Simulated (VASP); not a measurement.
# YW3 (Pm-3m) in VASP: a series of runs

Runs on YW3. Level: PBE. Tasks: single point.

All numbers are computed with VASP 6.6.1; they aren't measurements. Logs are shortened: lines on timing, memory, paths and dates and some standing lists are left out, and cuts for length are marked.

### Step 1. The cell of the first run

The structure is cubic, space group Pm-3m (No. 221). The conventional cell has a = 4.181 Å, b = 4.181 Å, c = 4.181 Å, α = 90.00°, β = 90.00°, γ = 90.00°. Y (site symmetry m-3m) has 12 W at 2.96 Å within 3.9 Å. W (site symmetry 4/mmm) has 4 Y at 2.96 Å and 8 W at 2.96 Å within 3.9 Å.

### Step 2. Single point, PBE

INCAR reads:

```
PREC = Accurate
ENCUT = 520
EDIFF = 1E-7
ISMEAR = 0
SIGMA = 0.1
LREAL = F
LASPH = T
NELM = 60
ALGO = Fast
ISIF = 2
LWAVE = F
LCHARG = T
GGA = PE
LELF = T
LVHAR = T
NBANDS = 34
```

KPOINTS reads:

```
regular mesh
0
Gamma
  4 4 4
```

POSCAR reads:

```
YW3
1.0
    4.1805386069      0.0000000000      0.0000000000
    0.0000000000      4.1805386069      0.0000000000
    0.0000000000      0.0000000000      4.1805386069
Y W
1 3
Direct
    0.0000000000      0.0000000000      0.0000000000
    0.0000000000      0.5000000000      0.5000000000
    0.5000000000      0.0000000000      0.5000000000
    0.5000000000      0.5000000000      0.0000000000
```

Potentials or basis: VASP PAW PBE potentials, release 64 (Y_sv, W_sv).

On the command line:

```bash
$ cat potpaw_PBE.64/Y_sv/POTCAR potpaw_PBE.64/W_sv/POTCAR > POTCAR
$ mpirun -np 1 vasp_std > vasp.out
```

OUTCAR:

```text
PREC = Accurate
   ENCUT = 520
   EDIFF = 1E-7
   ISMEAR = 0
   LREAL = F
   LASPH = T
   NELM = 60
   ISIF = 2
   GGA = PE

 ion  position               nearest neighbor table
   1  0.000  0.000  0.000-   2 2.96   3 2.96   4 2.96   2 2.96   3 2.96   2 2.96   4 2.96   2 2.96
                             3 2.96   4 2.96   3 2.96   4 2.96
   2  0.000  0.500  0.500-   1 2.96   3 2.96   4 2.96   1 2.96   4 2.96   1 2.96   3 2.96   1 2.96
                             3 2.96   4 2.96   4 2.96   3 2.96
   3  0.500  0.000  0.500-   1 2.96   2 2.96   4 2.96   1 2.96   4 2.96   2 2.96   4 2.96   4 2.96
                             1 2.96   2 2.96   1 2.96   2 2.96
   4  0.500  0.500  0.000-   1 2.96   2 2.96   3 2.96   2 2.96   3 2.96   1 2.96   3 2.96   3 2.96
                             1 2.96   2 2.96   2 2.96   1 2.96

  LATTYP: Found a simple cubic cell.
 ALAT       =     4.1805386069

  Lattice vectors:

 A1 = (   4.1805386069,   0.0000000000,   0.0000000000)
 A2 = (   0.0000000000,   4.1805386069,   0.0000000000)
 A3 = (   0.0000000000,   0.0000000000,   4.1805386069)

Analysis of symmetry for initial positions (statically):
=====================================================================
 Subroutine PRICEL returns:
 Original cell was already a primitive cell.

 Routine SETGRP: Setting up the symmetry group for a
 simple cubic supercell.

 Subroutine GETGRP returns: Found 48 space group operations
 (whereof 48 operations were pure point group operations)
 out of a pool of 48 trial point group operations.

The static configuration has the point symmetry O_h .

Analysis of symmetry for dynamics (positions and initial velocities):
=====================================================================
 Subroutine PRICEL returns:
 Original cell was already a primitive cell.

 Routine SETGRP: Setting up the symmetry group for a
 simple cubic supercell.

 Subroutine GETGRP returns: Found 48 space group operations
 (whereof 48 operations were pure point group operations)
 out of a pool of 48 trial point group operations.

The dynamic configuration has the point symmetry O_h .

 Subroutine INISYM returns: Found 48 space group operations
 (whereof 48 operations are pure point group operations),
 and found     1 'primitive' translations

----------------------------------------------------------------------------------------

                                     Primitive cell

  volume of cell :      73.0629

  direct lattice vectors                    reciprocal lattice vectors
     4.180538607  0.000000000  0.000000000     0.239203628  0.000000000  0.000000000
     0.000000000  4.180538607  0.000000000     0.000000000  0.239203628  0.000000000
     0.000000000  0.000000000  4.180538607     0.000000000  0.000000000  0.239203628

  length of vectors
     4.180538607  4.180538607  4.180538607     0.239203628  0.239203628  0.239203628

  position of ions in fractional coordinates (direct lattice)
     0.000000000  0.000000000  0.000000000
     0.000000000  0.500000000  0.500000000
     0.500000000  0.000000000  0.500000000
     0.500000000  0.500000000  0.000000000

  ion indices of the primitive-cell ions
   primitive index   ion index
                 1           1
                 2           2
                 3           3
                 4           4

----------------------------------------------------------------------------------------

 KPOINTS: regular mesh

Automatic generation of k-mesh.
 Grid dimensions read from file:
 generate k-points for:    4    4    4

 Generating k-lattice:

  Cartesian coordinates                     Fractional coordinates (reciprocal lattice)
     0.059800907  0.000000000  0.000000000     0.250000000  0.000000000  0.000000000
     0.000000000  0.059800907  0.000000000     0.000000000  0.250000000  0.000000000
     0.000000000  0.000000000  0.059800907     0.000000000  0.000000000  0.250000000

  Length of vectors
     0.059800907  0.059800907  0.059800907

  Shift w.r.t. Gamma in fractional coordinates (k-lattice)
     0.000000000  0.000000000  0.000000000

 Subroutine IBZKPT returns following result:
 ===========================================

 Found     10 irreducible k-points:

 Following reciprocal coordinates:
            Coordinates               Weight
  0.000000  0.000000  0.000000      1.000000
  0.250000  0.000000  0.000000      6.000000
  0.500000  0.000000  0.000000      3.000000
  0.250000  0.250000  0.000000     12.000000
  0.500000  0.250000  0.000000     12.000000
  0.500000  0.500000  0.000000      3.000000
  0.250000  0.250000  0.250000      8.000000
  0.500000  0.250000  0.250000     12.000000
  0.500000  0.500000  0.250000      6.000000
  0.500000  0.500000  0.500000      1.000000
   k-points           NKPTS =     10   k-points in BZ     NKDIM =     10   number of bands    NBANDS=     34
   number of dos      NEDOS =    301   number of ions     NIONS =      4
   total plane-waves  NPLWV =  32768
   dimension x,y,z NGX =    32 NGY =   32 NGZ =   32
   dimension x,y,z NGXF=    64 NGYF=   64 NGZF=   64
   ions per type =               1   3
   NGX,Y,Z   is equivalent  to a cutoff of  12.73, 12.73, 12.73 a.u.
   NGXF,Y,Z  is equivalent  to a cutoff of  25.45, 25.45, 25.45 a.u.
 SYSTEM =  unknown system
   PREC   = accura    normal or accurate (medium, high low for compatibility)
   ISTART =      0    job   : 0-new  1-cont  2-samecut
   ICHARG =      2    charge: 1-file 2-atom 10-const
   ISPIN  =      1    spin polarized calculation?
   LNONCOLLINEAR =      F non collinear calculations
   LSORBIT =      F    spin-orbit coupling
   LASPH  =      T    aspherical Exc in radial PAW
   ENCUT  =  520.0 eV  38.22 Ry    6.18 a.u.   7.77  7.77  7.77*2*pi/ulx,y,z
   NELM   =     60;   NELMIN=  2; NELMDL= -5     # of ELM steps
   EDIFF  = 0.1E-06   stopping-criterion for ELM
   LREAL  =      F    real-space projection
   EDIFFG = 0.1E-05   stopping-criterion for IOM
   NSW    =      0    number of steps for IOM
   IBRION =     -1    ionic relax: 0-MD 1-quasi-New 2-CG
   NFREE  =      0    steps in history (QN), initial steepest desc. (CG)
   ISIF   =      2    stress and relaxation
   ISYM   =      2    0-nonsym 1-usesym 2-fastsym
   POTIM  = 0.5000    time-step for ionic-motion
   TEBEG  =    0.0;   TEEND  =   0.0 temperature during run
   PSTRESS=    0.0 pullay stress
   NELECT =      53.0000    total number of electrons
   NUPDOWN=      -1.0000    fix difference up-down
   EMIN   =  10.00;   EMAX   =-10.00  energy-range for DOS
   EFERMI =   0.00;   METHOD = LEGACY
   ISMEAR =     0;   SIGMA  =   0.10  broadening in eV -4-tet -1-fermi 0-gaus
   EFERMI_NEDOS =   21; number of points for ismear=-14 and -15
   IALGO  =     68    algorithm
   IMIX   =      4    mixing-type and parameters
     AMIX     =   0.40;   BMIX     =  1.00
     AMIX_MAG =   1.60;   BMIX_MAG =  1.00
  volume/ion in A,a.u.               =      18.27       123.26
  Fermi-wavevector in a.u.,A,eV,Ry     =   1.470961  2.779714 29.439291  2.163727
  Thomas-Fermi vector in A             =   2.586155
   LORBIT       =      0    0 simple, 1 ext, 2 COOP (PROOUT), +10 PAW based schemes
   GGA     = PE    functional components
   LHFCALC =     F    Hartree Fock is set to
   AEXX    =    0.0000 exact exchange contribution
   IVDW    =     0    specifies the selected vdW correction
   LEPSILON=     F    determine dielectric tensor
   LRPA    =     F    only Hartree local field effects (RPA)
 non-spin polarized calculation
 RMM-DIIS sequential band-by-band and
 Gauss-broadening in eV      SIGMA  =   0.10
  energy-cutoff  :      520.00
  volume of cell :       73.06
 maximum number of plane-waves:      1986
 NGX is ok and might be reduce to    32
   NGX = 15   NGY = 15   NGZ = 15

 number of electron      53.0000008 magnetization

 Free energy of the ion-electron system (eV)
  ---------------------------------------------------
  ext. energy  EPLUGINS =         0.00000000
  ---------------------------------------------------
  free energy    TOTEN  =       -41.49817451 eV

  energy without entropy =      -41.46236125  energy(sigma->0) =      -41.48026788

 E-fermi :   8.4814     XC(G=0): -12.6117

 val. band max:        8.4774474749   @ k =   0.0000   0.0000   0.0000
 cond. band min:       8.4933019110   @ k =   0.5000   0.5000   0.2500
 fundamental gap:      0.0158544361
 Fermi energy:         8.4813720148

 k-point     1 :       0.0000    0.0000    0.0000
  band No.  band energies     occupation
      1     -65.3423      2.00000
      2     -65.2764      2.00000
      3     -65.2764      2.00000
      4     -32.3716      2.00000
      5     -29.7820      2.00000
      6     -29.7820      2.00000
[... 26 lines left out ...]
     33      13.3370      0.00000
     34      13.3370      0.00000

 k-point     2 :       0.2500    0.0000    0.0000
  band No.  band energies     occupation
      1     -65.3339      2.00000
      2     -65.2848      2.00000
      3     -65.2765      2.00000
      4     -32.3827      2.00000
      5     -29.7380      2.00000
      6     -29.7380      2.00000
[... 26 lines left out ...]
     33      13.2093      0.00000
     34      13.8580      0.00000

 k-point     3 :       0.5000    0.0000    0.0000
  band No.  band energies     occupation
      1     -65.3202      2.00000
      2     -65.2984      2.00000
      3     -65.2764      2.00000
      4     -32.3937      2.00000
      5     -29.6765      2.00000
      6     -29.6765      2.00000
[... 26 lines left out ...]
     33      11.7883      0.00000
     34      11.8131      0.00000
[... 186 lines left out ...]
 k-point     9 :       0.5000    0.5000    0.2500
  band No.  band energies     occupation
      1     -65.2982      2.00000
      2     -65.2982      2.00000
      3     -65.2982      2.00000
      4     -32.3772      2.00000
      5     -29.8338      2.00000
      6     -29.7410      2.00000
[... 26 lines left out ...]
     33      11.6994      0.00000
     34      13.3970      0.00000

 k-point    10 :       0.5000    0.5000    0.5000
  band No.  band energies     occupation
      1     -65.2981      2.00000
      2     -65.2981      2.00000
      3     -65.2981      2.00000
      4     -32.3620      2.00000
      5     -29.9196      2.00000
      6     -29.7628      2.00000
[... 26 lines left out ...]
     33      12.6901      0.00000
     34      12.6901      0.00000

------------------------ aborting loop because EDIFF is reached ----------------------------------------

  FORCE on cell =-STRESS in cart. coord.  units (eV):
  Direction    XX          YY          ZZ          XY          YZ          ZX
  --------------------------------------------------------------------------------------
  -------------------------------------------------------------------------------------
  Total        1.9575071      1.9575071      1.9575071      0.0000000     -0.0000000     -0.0000000
  in kB       42.9256820     42.9256820     42.9256820      0.0000000     -0.0000000     -0.0000000
  external PRESSURE =      42.9256820 kB  Pullay stress =       0.0000000 kB

 VOLUME and BASIS-vectors are now :
 -----------------------------------------------------------------------------
  energy-cutoff  :      520.00
  volume of cell :       73.06
      direct lattice vectors                 reciprocal lattice vectors
     4.180538607  0.000000000  0.000000000     0.239203628  0.000000000  0.000000000
     0.000000000  4.180538607  0.000000000     0.000000000  0.239203628  0.000000000
     0.000000000  0.000000000  4.180538607     0.000000000  0.000000000  0.239203628

 POSITION                                       TOTAL-FORCE (eV/Angst)
 -----------------------------------------------------------------------------------
      0.00000      0.00000      0.00000         0.000000      0.000000      0.000000
      0.00000      2.09027      2.09027         0.000000      0.000000      0.000000
      2.09027      0.00000      2.09027         0.000000      0.000000      0.000000
      2.09027      2.09027      0.00000         0.000000      0.000000      0.000000
 -----------------------------------------------------------------------------------
    total drift:                                0.000000     -0.000000     -0.000000

  FREE ENERGIE OF THE ION-ELECTRON SYSTEM (eV)
  ---------------------------------------------------
  free  energy   TOTEN  =       -41.4981745056 eV

  energy  without entropy=      -41.4623612534  energy(sigma->0) =      -41.48026788
```

Wall time 40 s (1 thread of Oxide Virtual Turin-like, shared host); peak memory 0.15 GiB.

Results:

| Quantity | Value |
| --- | --- |
| Free energy | -41.4982 eV |
| Pressure | 4.3 GPa |
| Band gap on the k mesh | zero (an odd number of electrons rules out a gap without spin polarisation) |

Caveat: the k points lie up to 0.38 Å⁻¹ apart, too coarse for converged energies and pressures of a metal; spin-orbit coupling is left out, which moves the levels of the heavy elements.

### Step 3. Single point, PBE

This run uses another cell than the first one, of 18.70 Å³/atom.

INCAR reads:

```
SYSTEM = YW3
PREC = Accurate ; ENCUT = 520
EDIFF = 1E-6 ; ISMEAR = 0
SIGMA = 0.1 ; LREAL = .False.
LASPH = .True. ; NELM = 100
ALGO = Normal ; ISIF = 2
LWAVE = .False. ; LCHARG = .False.
GGA = PE ; NBANDS = 34
```

KPOINTS reads:

```
regular mesh
0
Gamma
  4 4 4
  0 0 0
```

POSCAR reads:

```
YW3
1.0
    4.2136491791      0.0000000000      0.0000000000
    0.0000000000      4.2136491791      0.0000000000
    0.0000000000      0.0000000000      4.2136491791
Y W
1 3
Direct
    0.0000000000      0.0000000000      0.0000000000
    0.0000000000      0.5000000000      0.5000000000
    0.5000000000      0.0000000000      0.5000000000
    0.5000000000      0.5000000000      0.0000000000
```

Potentials or basis: VASP PAW PBE potentials, release 64 (Y_sv, W_sv).

On the command line:

```bash
$ cat potpaw_PBE.64/Y_sv/POTCAR potpaw_PBE.64/W_sv/POTCAR > POTCAR
$ mpirun -np 1 vasp_std > vasp.out
```

OUTCAR:

```text
SYSTEM = YW3
   PREC = Accurate
   ENCUT = 520
   EDIFF = 1E-6
   ISMEAR = 0
   LREAL = .False.
   LASPH = .True.
   NELM = 100
   ISIF = 2
   GGA = PE

 ion  position               nearest neighbor table
   1  0.000  0.000  0.000-   2 2.98   3 2.98   4 2.98   2 2.98   3 2.98   2 2.98   4 2.98   2 2.98
                             3 2.98   4 2.98   3 2.98   4 2.98
   2  0.000  0.500  0.500-   1 2.98   3 2.98   4 2.98   1 2.98   4 2.98   1 2.98   3 2.98   1 2.98
                             3 2.98   4 2.98   4 2.98   3 2.98
   3  0.500  0.000  0.500-   1 2.98   2 2.98   4 2.98   1 2.98   4 2.98   2 2.98   4 2.98   4 2.98
                             1 2.98   2 2.98   1 2.98   2 2.98
   4  0.500  0.500  0.000-   1 2.98   2 2.98   3 2.98   2 2.98   3 2.98   1 2.98   3 2.98   3 2.98
[... 557 lines left out ...]
  -------------------------------------------------------------------------------------
  Total       -0.0086771     -0.0086771     -0.0086771     -0.0000000      0.0000000      0.0000000
  in kB       -0.1858285     -0.1858285     -0.1858285     -0.0000000      0.0000000      0.0000000
  external PRESSURE =      -0.1858285 kB  Pullay stress =       0.0000000 kB

 VOLUME and BASIS-vectors are now :
 -----------------------------------------------------------------------------
  energy-cutoff  :      520.00
  volume of cell :       74.81
      direct lattice vectors                 reciprocal lattice vectors
     4.213649179  0.000000000  0.000000000     0.237323982  0.000000000  0.000000000
     0.000000000  4.213649179  0.000000000     0.000000000  0.237323982  0.000000000
     0.000000000  0.000000000  4.213649179     0.000000000  0.000000000  0.237323982

 POSITION                                       TOTAL-FORCE (eV/Angst)
 -----------------------------------------------------------------------------------
      0.00000      0.00000      0.00000         0.000000      0.000000      0.000000
      0.00000      2.10682      2.10682         0.000000      0.000000      0.000000
      2.10682      0.00000      2.10682         0.000000      0.000000      0.000000
      2.10682      2.10682      0.00000         0.000000      0.000000      0.000000
 -----------------------------------------------------------------------------------
    total drift:                                0.000000     -0.000000     -0.000000

  FREE ENERGIE OF THE ION-ELECTRON SYSTEM (eV)
  ---------------------------------------------------
  free  energy   TOTEN  =       -41.5217865673 eV

  energy  without entropy=      -41.4847368312  energy(sigma->0) =      -41.50326170
```

OSZICAR:

```text
N       E                     dE             d eps       ncg     rms          rms(c)
DAV:   1     0.613376689331E+03    0.61338E+03   -0.30621E+04   680   0.173E+03
DAV:   2    -0.101923678025E+02   -0.62357E+03   -0.61156E+03   732   0.537E+02
DAV:   3    -0.425031048445E+02   -0.32311E+02   -0.30956E+02   888   0.110E+02
DAV:   4    -0.437610251294E+02   -0.12579E+01   -0.12495E+01  1000   0.178E+01
DAV:   5    -0.437814470838E+02   -0.20422E-01   -0.20408E-01   856   0.193E+00    0.626E+01
DAV:   6    -0.418129359462E+02    0.19685E+01   -0.62252E+00   826   0.140E+01    0.275E+01
DAV:   7    -0.415236068502E+02    0.28933E+00   -0.96833E-01   798   0.574E+00    0.103E+01
DAV:   8    -0.415275590025E+02   -0.39522E-02   -0.13894E-01   902   0.164E+00    0.278E+00
DAV:   9    -0.415220037022E+02    0.55553E-02   -0.42417E-02   794   0.122E+00    0.392E-01
DAV:  10    -0.415217946456E+02    0.20906E-03   -0.24063E-03   824   0.265E-01    0.111E-01
DAV:  11    -0.415217839996E+02    0.10646E-04   -0.15235E-04   868   0.744E-02    0.143E-01
DAV:  12    -0.415217871289E+02   -0.31293E-05   -0.10767E-05   832   0.218E-02    0.260E-02
DAV:  13    -0.415217865673E+02    0.56159E-06   -0.13876E-06   546   0.712E-03
   1 F= -.41521787E+02 E0= -.41503262E+02  d E =-.370497E-01
```

Wall time 30 s (1 thread of Oxide Virtual Turin-like, shared host); peak memory 0.16 GiB.

Results:

- Free energy: -41.5218 eV
- Pressure: 0.0 GPa
- Band gap on the k mesh: zero (an odd number of electrons rules out a gap without spin polarisation)

Caveat: the k points lie up to 0.37 Å⁻¹ apart, too coarse for converged energies and pressures of a metal; spin-orbit coupling is left out, which moves the levels of the heavy elements.

The gap in the log of VASP goes by the Fermi energy; the results here count the filled bands.